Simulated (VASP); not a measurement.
# ZnH2 (P-3m1) in VASP: notebook, part 2 of 2

VASP 6.6.1. The steps go on from the part before.

**4. Relaxation of cell and atoms, PBE**

INCAR

```
SYSTEM = ZnH2
PREC     = Accurate       ! precision mode
ENCUT    = 500            ! plane-wave cutoff, eV
EDIFF    = 1E-7           ! SCF threshold, eV
ISMEAR   = 0              ! smearing method
SIGMA    = 0.1            ! smearing width, eV
LREAL    = .False.        ! projectors in reciprocal space
LASPH    = .True.         ! aspherical terms in the spheres
NELM     = 120            ! most SCF steps
ALGO     = Normal         ! electronic algorithm
ISIF     = 3              ! what is computed and relaxed
LWAVE    = .False.        ! write WAVECAR
LCHARG   = .False.        ! write CHGCAR
GGA      = PE             ! functional
IBRION   = 2              ! ionic algorithm
NSW      = 90             ! ionic steps
EDIFFG   = -0.04          ! ionic threshold
GGA_COMPAT= .False.      
NELMIN   = 4
```

KPOINTS

```
Automatic mesh
0
Gamma
  6 6 4
  0 0 0
```

POSCAR

```
ZnH2
1.0
    2.6329114900      0.0000000000      0.0000000000
   -1.3164557500      2.2801682400      0.0000000000
    0.0000000000      0.0000000000      4.8005992600
Zn H
1 2
Direct
    0.0000000000      0.0000000000      0.0000000000
    0.6666666700      0.3333333300      0.7542821200
    0.3333333300      0.6666666700      0.2457178800
```

Run with:

```
> cat potpaw_PBE.64/Zn/POTCAR potpaw_PBE.64/H/POTCAR > POTCAR
> mpirun -np 1 vasp_std > vasp.out
```

Run time: 35 s. Hardware: 1 thread of Intel Xeon 8259CL, shared host; peak memory 0.14 GiB.

It converged, with:

```
Free energy                           : -7.0046 eV
Relaxed volume                        : 9.88 Å³/atom
Relaxed cell                          : a = 2.785 Å, b = 2.785 Å, c = 4.411 Å, α = 90.00°, β = 90.00°, γ = 120.00°
Space group after relaxing (to 0.1 Å) : P-3m1 (No. 164)
Energy gained by relaxing             : 66.0 meV/atom
Ionic steps                           : 6
Pressure after relaxing               : 0.2 GPa
Largest force after relaxing          : 0.036 eV/Å
Band gap on the k mesh                : 2.25 eV (least direct gap 3.39 eV)
```

Forces in eV/Å, atoms in the order of the input:
```
Zn   0.000  0.000  0.000
H    0.000  0.000  0.036
H    0.000  0.000 -0.036
```

Stress tensor (GPa, compression positive):
```
-0.01  0.00  0.00
 0.00 -0.01  0.00
 0.00  0.00  0.51
```

The path:
| step | energy change (eV) | largest force (eV/Å) | pressure (GPa) | volume (Å³) |
| --- | --- | --- | --- | --- |
| 1 | 0.0000 | 0.6652 | 1.85 | 28.82 |
| 2 | -0.1101 | 0.4800 | 0.70 | 29.27 |
| 3 | -0.1924 | 0.1872 | -0.90 | 29.94 |
| 4 | -0.1946 | 0.1403 | -1.12 | 30.04 |
| 5 | -0.1947 | 0.1307 | -1.18 | 30.06 |
| 6 | -0.1980 | 0.0364 | 0.16 | 29.64 |

Final structure:
```
Zn H
1.0
     2.78548    0.00000    0.00000
    -1.39274    2.41229    0.00000
     0.00000    0.00000    4.41104
Zn H
1 2
Direct
  0.00000 0.00000 0.00000
  0.66667 0.33333 0.77769
  0.33333 0.66667 0.22231
```

Levels at points of the mesh, in eV from the valence-band top:
```
           k point  band 4  band 5  band 6  band 7  band 8  band 9  band 10  band 11
(0.00, 0.00, 0.00)   -6.00   -5.61   -5.61   -2.72    4.70   13.92    14.83    17.56
(0.50, 0.00, 0.00)   -5.67   -5.36   -3.95   -0.89    4.57    5.83     9.90    11.16
(0.00, 0.00, 0.50)   -5.79   -5.61   -5.61   -4.41    9.93   10.53    15.15    17.40
(0.50, 0.00, 0.50)   -5.63   -5.36   -3.63   -0.61    3.35    3.82    11.53    12.79
```

Caveat: the k points lie up to 0.43 Å⁻¹ apart in the final cell. A k mesh can miss the band edges.

**5. Single point, PBE**

This run uses another cell than the first one, of 11.63 Å³/atom.

INCAR

```
  PREC = Accurate
  ENCUT = 500
  EDIFF = 1E-6
  ISMEAR = 0
  SIGMA = 0.02
  LREAL = False
  LASPH = True
  NELM = 120
  ALGO = Normal
  ISIF = 2
  LWAVE = False
  LCHARG = False
  GGA = PE
  NBANDS = 14
  GGA_COMPAT = False
```

KPOINTS

```
Automatic mesh
0
Gamma
  12 12 6
```

POSCAR

```
ZnH2
1.0
    2.7908798885      0.0000000000      0.0000000000
   -1.3954399442      2.4169728823      0.0000000000
    0.0000000000      0.0000000000      5.1702593619
Zn H
1 2
Direct
    0.0000000000      0.0000000000      0.0000000000
    0.6666666667      0.3333333333      0.8122047904
    0.3333333333      0.6666666667      0.1877952096
```

Potentials or basis: VASP PAW PBE potentials, release 64 (Zn, H).

Run with:

```
> cat potpaw_PBE.64/Zn/POTCAR potpaw_PBE.64/H/POTCAR > POTCAR
> mpirun -np 1 vasp_std > vasp.out
```

OUTCAR:

```text
PREC = Accurate
   ENCUT = 500
   EDIFF = 1E-6
   ISMEAR = 0
   LREAL = False
   LASPH = True
   NELM = 120
   ISIF = 2
   GGA = PE

 ion  position               nearest neighbor table
   1  0.000  0.000  0.000-   2 1.88   3 1.88   3 1.88   2 1.88   2 1.88   3 1.88
   2  0.667  0.333  0.812-   1 1.88   1 1.88   1 1.88
   3  0.333  0.667  0.188-   1 1.88   1 1.88   1 1.88

  LATTYP: Found a hexagonal cell.
 ALAT       =     2.7908798885
 C/A-ratio  =     1.8525553118

  Lattice vectors:

 A1 = (   2.7908798885,   0.0000000000,   0.0000000000)
 A2 = (  -1.3954399442,   2.4169728823,   0.0000000000)
 A3 = (   0.0000000000,   0.0000000000,   5.1702593619)

Analysis of symmetry for initial positions (statically):
=====================================================================
 Subroutine PRICEL returns:
 Original cell was already a primitive cell.

 Routine SETGRP: Setting up the symmetry group for a
 hexagonal supercell.

 Subroutine GETGRP returns: Found 12 space group operations
 (whereof 12 operations were pure point group operations)
 out of a pool of 24 trial point group operations.

[... 180 lines left out ...]
      8       2.7253      0.00000
      9      11.7109      0.00000
     10      12.0690      0.00000
     11      15.9503      0.00000
     12      15.9503      0.00000
     13      16.5940      0.00000
     14      18.2952      0.00000
[... 377 lines left out ...]
      1     -10.0250      2.00000
      2      -7.8707      2.00000
      3      -7.5425      2.00000
      4      -7.5044      2.00000
      5      -7.4656      2.00000
      6      -7.2836      2.00000
      7      -4.0931      2.00000
      8       3.8456      0.00000
      9       8.4982      0.00000
     10       9.6956      0.00000
     11      13.0616      0.00000
     12      13.8131      0.00000
     13      15.3270      0.00000
     14      17.7894      0.00000

 [... further k-points ...]

------------------------ aborting loop because EDIFF is reached ----------------------------------------

  FORCE on cell =-STRESS in cart. coord.  units (eV):
  Direction    XX          YY          ZZ          XY          YZ          ZX
  --------------------------------------------------------------------------------------
  -------------------------------------------------------------------------------------
  Total        0.0083277      0.0083277     -0.0001367      0.0000000      0.0000000     -0.0000000
  in kB        0.3825673      0.3825673     -0.0062811      0.0000000      0.0000000     -0.0000000
  external PRESSURE =       0.2529511 kB  Pullay stress =       0.0000000 kB

 VOLUME and BASIS-vectors are now :
 -----------------------------------------------------------------------------
  energy-cutoff  :      500.00
  volume of cell :       34.88
      direct lattice vectors                 reciprocal lattice vectors
     2.790879889  0.000000000  0.000000000     0.358309938  0.206870339  0.000000000
    -1.395439944  2.416972882  0.000000000     0.000000000  0.413740678  0.000000000
     0.000000000  0.000000000  5.170259362     0.000000000  0.000000000  0.193413895

 POSITION                                       TOTAL-FORCE (eV/Angst)
 -----------------------------------------------------------------------------------
      0.00000      0.00000      0.00000        -0.000000      0.000000      0.000000
      1.39544      0.80566      4.19931        -0.000000     -0.000000     -0.014245
     -0.00000      1.61132      0.97095         0.000000      0.000000      0.014245
 -----------------------------------------------------------------------------------
    total drift:                                0.000000      0.000000     -0.000000

  FREE ENERGIE OF THE ION-ELECTRON SYSTEM (eV)
  ---------------------------------------------------
  free  energy   TOTEN  =        -7.0260771292 eV

  energy  without entropy=       -7.0260771292  energy(sigma->0) =       -7.02607713
```

OSZICAR:

```text
N       E                     dE             d eps       ncg     rms          rms(c)
DAV:   1     0.532472587758E+02    0.53247E+02   -0.68144E+03  2814   0.116E+03
DAV:   2    -0.460623100234E+01   -0.57853E+02   -0.54240E+02  3022   0.222E+02
DAV:   3    -0.758570834982E+01   -0.29795E+01   -0.29723E+01  3442   0.497E+01
DAV:   4    -0.760270447599E+01   -0.16996E-01   -0.16996E-01  3058   0.415E+00
DAV:   5    -0.760273198753E+01   -0.27512E-04   -0.27511E-04  3382   0.151E-01    0.641E+00
DAV:   6    -0.713020421802E+01    0.47253E+00   -0.98906E-01  3446   0.268E+01    0.462E+00
DAV:   7    -0.703281614418E+01    0.97388E-01   -0.21392E-01  2896   0.455E+00    0.145E+00
DAV:   8    -0.702570297927E+01    0.71132E-02   -0.20904E-02  3648   0.169E+00    0.312E-01
DAV:   9    -0.702600124746E+01   -0.29827E-03   -0.24902E-03  3052   0.412E-01    0.384E-02
DAV:  10    -0.702605324235E+01   -0.51995E-04   -0.16138E-04  3184   0.214E-01    0.152E-02
DAV:  11    -0.702607701643E+01   -0.23774E-04   -0.34564E-05  3076   0.827E-02    0.329E-03
DAV:  12    -0.702607712920E+01   -0.11277E-06   -0.28325E-06  3148   0.272E-02
   1 F= -.70260771E+01 E0= -.70260771E+01  d E =-.141627E-29
```

It took 31 s on 1 thread of Intel Xeon 8259CL, shared host; peak memory 0.17 GiB.

Results:

```
Free energy            : -7.0261 eV
Pressure               : 0.0 GPa
Largest force          : 0.014 eV/Å
Band gap on the k mesh : 2.22 eV (least direct gap 3.36 eV)
```

Forces in eV/Å, atoms in the order of the input:
```
Zn   0.000  0.000  0.000
H    0.000  0.000 -0.014
H    0.000  0.000  0.014
```

A k mesh can miss the band edges.

**6. Single point, PBE**

This run uses another cell than the first one, of 11.63 Å³/atom.

INCAR

```
SYSTEM = ZnH2
ALGO = Normal
EDIFF = 1E-6
ENCUT = 500
GGA = PE
GGA_COMPAT = .FALSE.
ISIF = 2
ISMEAR = 0
LASPH = .TRUE.
LCHARG = .TRUE.
LELF = .TRUE.
LREAL = .FALSE.
LVHAR = .TRUE.
LWAVE = .FALSE.
NBANDS = 14
NELM = 120
PREC = Accurate
SIGMA = 0.02
```

KPOINTS

```
k-points
0
G
  12 12 6
  0 0 0
```

POSCAR is that of step 5.

Potentials or basis: VASP PAW PBE potentials, release 64 (Zn, H).

Run with:

```
> cat potpaw_PBE.64/Zn/POTCAR potpaw_PBE.64/H/POTCAR > POTCAR
> mpirun -np 1 vasp_std > vasp.out
```

Wall time 31 s (1 thread of Intel Xeon 8259CL, shared host); peak memory 0.17 GiB.

It converged, with:

```yaml
Free_energy: -7.0261 eV
Pressure: 0.0 GPa
Largest_force: 0.014 eV/Å
Band_gap_on_the_k_mesh: 2.22 eV (least direct gap 3.36 eV)
```

Forces on the atoms (eV/Å):
```
Zn   0.000  0.000  0.000
H    0.000  0.000 -0.014
H    0.000  0.000  0.014
```

Levels at points of the mesh, in eV from the valence-band top:
```
           k point  band 3  band 4  band 5  band 6  band 7  band 8  band 9  band 10  band 11  band 12
(0.00, 0.00, 0.00)   -6.21   -6.13   -5.81   -5.81   -3.48    4.17   13.15    13.51    17.39    17.39
(0.50, 0.00, 0.00)   -5.93   -5.85   -5.57   -4.05   -0.99    3.96    4.96     9.65    10.98    11.04
(0.00, 0.00, 0.50)   -6.21   -6.06   -5.81   -5.81   -4.07    7.48    8.47    14.24    15.71    17.49
(0.50, 0.00, 0.50)   -5.93   -5.85   -5.57   -3.98   -0.92    3.48    4.15    11.13    12.13    12.33
```

**7. Summary**

```csv
task,cell,k mesh,smearing,gap on the mesh (eV),pressure (GPa),largest force (eV/Å)
single point,"a = 2.633, b = 2.633, c = 4.801 Å, angles 90.0, 90.0, 120.0°, 3 atoms, atomic positions A",6 × 6 × 4,gaussian 0.1 eV,2.75,1.8,0.67
single point,"a = 2.789, b = 2.789, c = 4.789 Å, angles 90.0, 90.0, 120.0°, 3 atoms, atomic positions B",6 × 6 × 4,gaussian 0.1 eV,2.38,0.2,0.02
relaxation of cell and atoms,"relaxed from a = 2.633, b = 2.633, c = 4.801 Å, angles 90.0, 90.0, 120.0°, 3 atoms, atomic positions A",6 × 6 × 4,gaussian 0.1 eV,2.25,0.2,0.04
single point,"a = 2.791, b = 2.791, c = 5.170 Å, angles 90.0, 90.0, 120.0°, 3 atoms, atomic positions C",12 × 12 × 6,gaussian 0.02 eV,2.22,0.0,0.01
```

Alike in all rows: level PBE; potentials or basis VASP PAW PBE potentials, release 64 (Zn, H); no spin polarisation; cutoff (eV) 500.

Caveats: some runs use coarse meshes.

Total energies depend on the potentials used, so only differences within one code and one set of settings carry meaning.
